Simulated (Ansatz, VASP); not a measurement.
**BN: VASP beside Ansatz**

```
CELL_PARAMETERS angstrom
2.60670 0.00000 0.00000
-1.30335 2.25746 0.00000
0.00000 0.00000 6.61685
ATOMIC_POSITIONS crystal
B 0.33333 0.66667 0.25000
B 0.66667 0.33333 0.75000
N 0.33333 0.66667 0.75000
N 0.66667 0.33333 0.25000
```

Change from the starting cell: strain +0.040 along x and y, +0.000 along z, atoms carried along.

Alike in both runs: task single point; functional PBE; dispersion D3(BJ); k mesh 12 × 12 × 4; occupations gaussian, width 0.05 eV; no spin polarisation.

|  | VASP | Ansatz |
| --- | --- | --- |
| version | VASP 6.6.1 | Ansatz 0.2.0 |
| potentials or method | VASP PAW PBE potentials, release 64 (B, N), cutoff 520 eV | scalar-relativistic, plane waves, PAW |
| valence electrons in the cell | 16 | 16 |

```csv
,VASP,Ansatz,Ansatz less VASP
gap on the k mesh at the Fermi level (eV),4.04,4.04,+0.006
least direct gap on the mesh (eV),4.33,4.33,+0.002
pressure (GPa),-23.6,-23.7,-0.03
"traceless stress, the component that is largest in VASP (GPa)",23.57,23.73,+0.156
```
